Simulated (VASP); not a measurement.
# Hg (Fm-3m) in VASP: a series of runs

Hg is run at these levels: PBEsol; tasks: single point, relaxation of cell and atoms.

Everything below comes from runs of VASP 6.6.1. Logs are shortened: lines on timing, memory, paths and dates and some standing lists are left out, and cuts for length are marked.

### 1 The cell of the first run

It takes space group Fm-3m (No. 225, cubic). The conventional cell has a = 4.713 Å, b = 4.713 Å, c = 4.713 Å, α = 90.00°, β = 90.00°, γ = 90.00°. Hg (site symmetry m-3m) has 12 Hg at 3.33 Å within 4.4 Å.

### 2 Single point, PBEsol (volume scaled by 1.12)

File INCAR:

```
SYSTEM = Hg
  PREC = Accurate
  ENCUT = 520
  EDIFF = 1E-7
  ISMEAR = -1
  SIGMA = 0.1
  LREAL = .False.
  LASPH = .True.
  NELM = 100
  ALGO = Normal
  ISIF = 2
  LWAVE = .False.
  LCHARG = .True.
  GGA = PS
  LELF = .True.
  LVHAR = .True.
  NBANDS = 12
```

File KPOINTS:

```
regular mesh
0
Gamma
  13 13 13
  0 0 0
```

File POSCAR:

```
Hg
1.0
    0.0000000000      2.3566954358      2.3566954358
    2.3566954358      0.0000000000      2.3566954358
    2.3566954358      2.3566954358      0.0000000000
Hg
1
Direct
    0.0000000000      0.0000000000      0.0000000000
```

Potentials or basis: VASP PAW PBE potentials, release 64 (Hg).

Started as:

```console
$ cat potpaw_PBE.64/Hg/POTCAR > POTCAR
$ mpirun -np 1 vasp_std > vasp.out
```

OUTCAR:

```text
SYSTEM = Hg
   PREC = Accurate
   ENCUT = 520
   EDIFF = 1E-7
   ISMEAR = -1
   LREAL = .False.
   LASPH = .True.
   NELM = 100
   ISIF = 2
   GGA = PS

 ion  position               nearest neighbor table
   1  0.000  0.000  0.000-

  LATTYP: Found a face centered cubic cell.
 ALAT       =     4.7133908716

  Lattice vectors:

 A1 = (   0.0000000000,   2.3566954358,   2.3566954358)
 A2 = (   2.3566954358,   0.0000000000,   2.3566954358)
 A3 = (   2.3566954358,   2.3566954358,   0.0000000000)

Analysis of symmetry for initial positions (statically):
=====================================================================
 Subroutine PRICEL returns:
 Original cell was already a primitive cell.

 Routine SETGRP: Setting up the symmetry group for a
 face centered cubic supercell.

 Subroutine GETGRP returns: Found 48 space group operations
 (whereof 48 operations were pure point group operations)
 out of a pool of 48 trial point group operations.

The static configuration has the point symmetry O_h .

Analysis of symmetry for dynamics (positions and initial velocities):
=====================================================================
 Subroutine PRICEL returns:
 Original cell was already a primitive cell.

 Routine SETGRP: Setting up the symmetry group for a
 face centered cubic supercell.

 Subroutine GETGRP returns: Found 48 space group operations
 (whereof 48 operations were pure point group operations)
 out of a pool of 48 trial point group operations.

The dynamic configuration has the point symmetry O_h .

 Subroutine INISYM returns: Found 48 space group operations
 (whereof 48 operations are pure point group operations),
 and found     1 'primitive' translations

----------------------------------------------------------------------------------------

                                     Primitive cell

  volume of cell :      26.1782

  direct lattice vectors                    reciprocal lattice vectors
     0.000000000  2.356695436  2.356695436    -0.212161484  0.212161484  0.212161484
     2.356695436  0.000000000  2.356695436     0.212161484 -0.212161484  0.212161484
     2.356695436  2.356695436  0.000000000     0.212161484  0.212161484 -0.212161484

  length of vectors
     3.332870648  3.332870648  3.332870648     0.367474469  0.367474469  0.367474469

  position of ions in fractional coordinates (direct lattice)
     0.000000000  0.000000000  0.000000000

  ion indices of the primitive-cell ions
   primitive index   ion index
[... 75 lines left out ...]
   EDIFFG = 0.1E-05   stopping-criterion for IOM
   NSW    =      0    number of steps for IOM
   IBRION =     -1    ionic relax: 0-MD 1-quasi-New 2-CG
   NFREE  =      0    steps in history (QN), initial steepest desc. (CG)
   ISIF   =      2    stress and relaxation
   ISYM   =      2    0-nonsym 1-usesym 2-fastsym
   POTIM  = 0.5000    time-step for ionic-motion
   TEBEG  =    0.0;   TEEND  =   0.0 temperature during run
   PSTRESS=    0.0 pullay stress
   NELECT =      12.0000    total number of electrons
   NUPDOWN=      -1.0000    fix difference up-down
   EMIN   =  10.00;   EMAX   =-10.00  energy-range for DOS
   EFERMI =   0.00;   METHOD = LEGACY
   ISMEAR =    -1;   SIGMA  =   0.10  broadening in eV -4-tet -1-fermi 0-gaus
   EFERMI_NEDOS =   21; number of points for ismear=-14 and -15
   IALGO  =     38    algorithm
   IMIX   =      4    mixing-type and parameters
     AMIX     =   0.40;   BMIX     =  1.00
     AMIX_MAG =   1.60;   BMIX_MAG =  1.00
  volume/ion in A,a.u.               =      26.18       176.66
  Fermi-wavevector in a.u.,A,eV,Ry     =   1.262278  2.385360 21.678796  1.593347
  Thomas-Fermi vector in A             =   2.395695
   LORBIT       =      0    0 simple, 1 ext, 2 COOP (PROOUT), +10 PAW based schemes
   GGA     = PS    functional components
   LHFCALC =     F    Hartree Fock is set to
   AEXX    =    0.0000 exact exchange contribution
   IVDW    =     0    specifies the selected vdW correction
   LEPSILON=     F    determine dielectric tensor
   LRPA    =     F    only Hartree local field effects (RPA)
 non-spin polarized calculation
  energy-cutoff  :      520.00
  volume of cell :       26.18
 maximum number of plane-waves:       725
 NGX is ok and might be reduce to    28
   NGX = 13   NGY = 13   NGZ = 13

 number of electron      12.0000000 magnetization

 Free energy of the ion-electron system (eV)
  ---------------------------------------------------
  ext. energy  EPLUGINS =         0.00000000
  ---------------------------------------------------
  free energy    TOTEN  =        -0.52901673 eV

  energy without entropy =       -0.51952715  energy(sigma->0) =       -0.52427194

 E-fermi :   1.5888     XC(G=0): -10.4895

 val. band max:        1.5284337063   @ k =  -0.3846   0.3846   0.0000
 cond. band min:       1.6584532566   @ k =  -0.3077   0.4615   0.1538
 fundamental gap:      0.1300195503
 Fermi energy:         1.5888372806

 k-point     1 :       0.0000    0.0000    0.0000
  band No.  band energies     occupation
      1      -6.5110      2.00000
      2      -4.8851      2.00000
      3      -4.8851      2.00000
      4      -4.8851      2.00000
      5      -4.3658      2.00000
      6      -4.3658      2.00000
      7      15.0566      0.00000
      8      15.5674      0.00000
      9      15.5674      0.00000
     10      15.5674      0.00000
     11      19.4430      0.00000
     12      20.4844      0.00000
[... 331 lines left out ...]
 k-point    24 :       0.4615    0.1538    0.0000
  band No.  band energies     occupation
      1      -5.4391      2.00000
      2      -4.9242      2.00000
      3      -4.6732      2.00000
      4      -4.4080      2.00000
      5      -3.9161      2.00000
      6      -1.3174      2.00000
      7       3.1732      0.00000
      8      10.7797      0.00000
      9      11.6655      0.00000
     10      13.8420      0.00000
     11      20.2469      0.00000
     12      20.6747      0.00000

 [... further k-points ...]
[... 5 lines left out ...]
  --------------------------------------------------------------------------------------
  -------------------------------------------------------------------------------------
  Total       -0.3783900     -0.3783900     -0.3783900      0.0000000     -0.0000000     -0.0000000
  in kB      -23.1584677    -23.1584677    -23.1584677      0.0000000     -0.0000000     -0.0000000
  external PRESSURE =     -23.1584677 kB  Pullay stress =       0.0000000 kB

 VOLUME and BASIS-vectors are now :
 -----------------------------------------------------------------------------
  energy-cutoff  :      520.00
  volume of cell :       26.18
      direct lattice vectors                 reciprocal lattice vectors
     0.000000000  2.356695436  2.356695436    -0.212161484  0.212161484  0.212161484
     2.356695436  0.000000000  2.356695436     0.212161484 -0.212161484  0.212161484
     2.356695436  2.356695436  0.000000000     0.212161484  0.212161484 -0.212161484

 POSITION                                       TOTAL-FORCE (eV/Angst)
 -----------------------------------------------------------------------------------
      0.00000      0.00000      0.00000         0.000000      0.000000      0.000000
 -----------------------------------------------------------------------------------
    total drift:                               -0.000000     -0.000000     -0.000000

  FREE ENERGIE OF THE ION-ELECTRON SYSTEM (eV)
  ---------------------------------------------------
  free  energy   TOTEN  =        -0.5290167326 eV

  energy  without entropy=       -0.5195271541  energy(sigma->0) =       -0.52427194
```

OSZICAR:

```text
N       E                     dE             d eps       ncg     rms          rms(c)
DAV:   1     0.714874354948E+02    0.71487E+02   -0.65261E+03  2120   0.950E+02
DAV:   2     0.690131252144E+00   -0.70797E+02   -0.66548E+02  2188   0.224E+02
DAV:   3    -0.565527537507E+00   -0.12557E+01   -0.12549E+01  2396   0.329E+01
DAV:   4    -0.566726785610E+00   -0.11992E-02   -0.11992E-02  2260   0.106E+00
DAV:   5    -0.566728473284E+00   -0.16877E-05   -0.16874E-05  2440   0.385E-02    0.252E+00
DAV:   6    -0.531823651005E+00    0.34905E-01   -0.87354E-02  2368   0.330E+00    0.204E+00
DAV:   7    -0.529204912987E+00    0.26187E-02   -0.88057E-03  2412   0.887E-01    0.105E+00
DAV:   8    -0.529000742705E+00    0.20417E-03   -0.77862E-04  2220   0.364E-01    0.384E-02
DAV:   9    -0.529012342682E+00   -0.11600E-04   -0.53406E-06  2404   0.217E-02    0.105E-02
DAV:  10    -0.529016777678E+00   -0.44350E-05   -0.35279E-06  2176   0.211E-02    0.712E-04
DAV:  11    -0.529016732649E+00    0.45029E-07   -0.27657E-08  1572   0.138E-03
   1 F= -.52901673E+00 E0= -.52427194E+00  d E =-.948958E-02
```

Wall time 23 s (1 thread of Intel Xeon Platinum 8375C at 2.90GHz (Ice Lake), shared host); peak memory 0.17 GiB.

Results:

```yaml
Free_energy: -0.5290 eV
Pressure: -2.3 GPa
Band_gap_on_the_k_mesh: zero (band 6 reaches 1.81 eV, above the bottom of band 7 at 0.88 eV)
```

Caveat: the cell differs from its parent crystal (volume scaled by 1.12); the PAW data sets were made with another functional, which shifts forces and pressure a little; spin-orbit coupling is left out, which moves the levels of the heavy elements.

### 3 Relaxation of cell and atoms, PBEsol

This run uses another cell than the first one, of 23.07 Å³/atom, 0.881 times its volume.

File INCAR:

```
PREC = Accurate
ENCUT = 600
EDIFF = 1E-7
ISMEAR = -1
SIGMA = 0.1
LREAL = F
LASPH = T
NELM = 60
ALGO = Normal
ISIF = 3
LWAVE = F
LCHARG = F
GGA = PS
IBRION = 2
NSW = 80
EDIFFG = -0.01
```

File KPOINTS:

```
Automatic mesh
0
Gamma
  12 12 12
```

File POSCAR:

```
Hg
1.0
    0.0000000000      2.2595506664      2.2595506664
    2.2595506664      0.0000000000      2.2595506664
    2.2595506664      2.2595506664      0.0000000000
Hg
1
Direct
    0.0000000000      0.0000000000      0.0000000000
```

Potentials or basis: VASP PAW PBE potentials, release 64 (Hg).

Started as:

```console
$ cat potpaw_PBE.64/Hg/POTCAR > POTCAR
$ mpirun -np 1 vasp_std > vasp.out
```

Wall time 36 s (1 thread of Intel Xeon Platinum 8375C at 2.90GHz (Ice Lake), shared host); peak memory 0.17 GiB.

It converged, with:

```yaml
Free_energy: -0.5528 eV
Relaxed_volume: 23.63 Å³/atom
Relaxed_cell: a = 3.221 Å, b = 3.221 Å, c = 3.221 Å, α = 60.00°, β = 60.00°, γ = 60.00°
Space_group_after_relaxing_to_0.05_Å: Fm-3m (No. 225)
Energy_gained_by_relaxing: 1.6 meV/atom
Ionic_steps: 3
Pressure_after_relaxing: 0.0 GPa
Band_gap_on_the_k_mesh: zero (band 6 reaches 2.87 eV, above the bottom of band 7 at 0.93 eV)
```

Step by step:
```csv
step,energy change (eV),largest force (eV/Å),pressure (GPa),volume (Å³)
1,0.0000,0.0000,0.96,23.07
2,-0.0016,0.0000,0.15,23.54
3,-0.0016,0.0000,0.02,23.63
```

Final structure:
```yaml
crystal:
  lattice:
    - [0.00000, 2.27753, 2.27753]
    - [2.27753, 0.00000, 2.27753]
    - [2.27753, 2.27753, 0.00000]
  atoms:
    - { symbol: Hg, position: [0.00000, 0.00000, 0.00000] }
```

Levels at points of the mesh, in eV from the Fermi level:
```csv
k point,band 2,band 3,band 4,band 5,band 6,band 7,band 8,band 9,band 10
"(0.00, 0.00, 0.00)",-6.90,-6.90,-6.90,-6.26,-6.26,13.59,14.77,14.77,14.77
"(0.50, 0.00, 0.00)",-6.90,-6.90,-5.72,-5.72,-1.59,-1.54,12.46,12.46,12.84
"(0.50, 0.50, 0.00)",-7.79,-5.75,-5.58,-5.58,-0.18,0.53,6.99,6.99,11.43
```

Caveat: the PAW data sets were made with another functional, which shifts forces and pressure a little; spin-orbit coupling is left out, which moves the levels of the heavy elements.

### 4 Single point, PBEsol

This run uses another cell than the first one, of 23.37 Å³/atom, 0.893 times its volume.

File INCAR:

```
PREC = Accurate
ENCUT = 520
EDIFF = 1E-7
ISMEAR = -1
SIGMA = 0.1
LREAL = F
LASPH = T
NELM = 100
ALGO = Normal
ISIF = 2
LWAVE = F
LCHARG = F
GGA = PS
NBANDS = 12
```

File KPOINTS:

```
regular mesh
0
Gamma
  20 20 20
```

File POSCAR:

```
Hg
1.0
    0.0000000000      2.2693289483      2.2693289483
    2.2693289483      0.0000000000      2.2693289483
    2.2693289483      2.2693289483      0.0000000000
Hg
1
Direct
    0.0000000000      0.0000000000      0.0000000000
```

Potentials or basis: VASP PAW PBE potentials, release 64 (Hg).

Started as:

```console
$ cat potpaw_PBE.64/Hg/POTCAR > POTCAR
$ mpirun -np 1 vasp_std > vasp.out
```

OUTCAR:

```text
PREC = Accurate
   ENCUT = 520
   EDIFF = 1E-7
   ISMEAR = -1
   LREAL = F
   LASPH = T
   NELM = 100
   ISIF = 2
   GGA = PS

 ion  position               nearest neighbor table
   1  0.000  0.000  0.000-

  LATTYP: Found a face centered cubic cell.
 ALAT       =     4.5386578966

  Lattice vectors:

 A1 = (   0.0000000000,   2.2693289483,   2.2693289483)
 A2 = (   2.2693289483,   0.0000000000,   2.2693289483)
 A3 = (   2.2693289483,   2.2693289483,   0.0000000000)

Analysis of symmetry for initial positions (statically):
=====================================================================
 Subroutine PRICEL returns:
 Original cell was already a primitive cell.

 Routine SETGRP: Setting up the symmetry group for a
 face centered cubic supercell.

 Subroutine GETGRP returns: Found 48 space group operations
 (whereof 48 operations were pure point group operations)
 out of a pool of 48 trial point group operations.

The static configuration has the point symmetry O_h .

Analysis of symmetry for dynamics (positions and initial velocities):
[... 160 lines left out ...]
 fundamental gap:      0.0382696068
 Fermi energy:         2.5302221881

 k-point     1 :       0.0000    0.0000    0.0000
  band No.  band energies     occupation
      1      -6.5502      2.00000
      2      -4.3819      2.00000
      3      -4.3819      2.00000
      4      -4.3819      2.00000
      5      -3.7232      2.00000
      6      -3.7232      2.00000
      7      16.1691      0.00000
      8      17.4248      0.00000
      9      17.4248      0.00000
     10      17.4248      0.00000
     11      21.4361      0.00000
     12      22.7276      0.00000
[... 331 lines left out ...]
 k-point    24 :      -0.3500    0.0500    0.0000
  band No.  band energies     occupation
      1      -5.3203      2.00000
      2      -4.3318      2.00000
      3      -4.3078      2.00000
      4      -3.4005      2.00000
      5      -3.3807      2.00000
      6      -2.1095      2.00000
      7       5.1198      0.00000
      8      14.4332      0.00000
      9      15.9181      0.00000
     10      15.9997      0.00000
     11      20.3857      0.00000
     12      20.6624      0.00000

 [... further k-points ...]
[... 5 lines left out ...]
  --------------------------------------------------------------------------------------
  -------------------------------------------------------------------------------------
  Total        0.0330933      0.0330933      0.0330933     -0.0000000      0.0000000     -0.0000000
  in kB        2.2684453      2.2684453      2.2684453     -0.0000000      0.0000000     -0.0000000
  external PRESSURE =       2.2684453 kB  Pullay stress =       0.0000000 kB

 VOLUME and BASIS-vectors are now :
 -----------------------------------------------------------------------------
  energy-cutoff  :      520.00
  volume of cell :       23.37
      direct lattice vectors                 reciprocal lattice vectors
     0.000000000  2.269328948  2.269328948    -0.220329450  0.220329450  0.220329450
     2.269328948  0.000000000  2.269328948     0.220329450 -0.220329450  0.220329450
     2.269328948  2.269328948  0.000000000     0.220329450  0.220329450 -0.220329450

 POSITION                                       TOTAL-FORCE (eV/Angst)
 -----------------------------------------------------------------------------------
      0.00000      0.00000      0.00000         0.000000      0.000000      0.000000
 -----------------------------------------------------------------------------------
    total drift:                                0.000000     -0.000000     -0.000000

  FREE ENERGIE OF THE ION-ELECTRON SYSTEM (eV)
  ---------------------------------------------------
  free  energy   TOTEN  =        -0.5505151358 eV

  energy  without entropy=       -0.5397207668  energy(sigma->0) =       -0.54511795
```

stdout:

```text
POSCAR found type information on POSCAR Hg
 POSCAR found :  1 types and       1 ions
 scaLAPACK will be used
 -----------------------------------------------------------------------------
|                                                                             |
|                                                                             |
|     You enforced a specific xc type in the INCAR file but a different       |
|     I HOPE YOU KNOW WHAT YOU ARE DOING!                                     |
|                                                                             |
 -----------------------------------------------------------------------------

 LDA part: xc-table for (Slater+PW92), standard interpolation
 POSCAR, INCAR and KPOINTS ok, starting setup
 FFT: planning ... GRIDC
 FFT: planning ... GRID_SOFT
 FFT: planning ... GRID
 WAVECAR not read
 entering main loop
```

Wall time 26 s (1 thread of Intel Xeon Platinum 8375C at 2.90GHz (Ice Lake), shared host); peak memory 0.19 GiB.

Results:

- Free energy: -0.5505 eV
- Pressure: 0.2 GPa
- Band gap on the k mesh: zero (band 6 reaches 3.02 eV, above the bottom of band 7 at 1.04 eV)

Caveat: the PAW data sets were made with another functional, which shifts forces and pressure a little; spin-orbit coupling is left out, which moves the levels of the heavy elements.

### 5 The runs side by side

```tsv
task	cell	k mesh	cutoff (eV)	gap on the mesh (eV)	pressure (GPa)
single point	a = 3.333 Å, angles 60.0°, 1 atom	13 × 13 × 13	520	none	-2.3
relaxation of cell and atoms	relaxed from a = 3.195 Å, angles 60.0°, 1 atom	12 × 12 × 12	600	none	0.0
single point	a = 3.209 Å, angles 60.0°, 1 atom	20 × 20 × 20	520	none	0.2
```

Alike in all rows: level PBEsol; potentials or basis VASP PAW PBE potentials, release 64 (Hg); no spin polarisation; smearing fermi-dirac 0.1 eV.

Caveats: the PAW data sets were made with another functional, which shifts forces and pressure a little; spin-orbit coupling is left out, which moves the levels of the heavy elements.

Absolute energies hang on the potentials; compare differences alone.
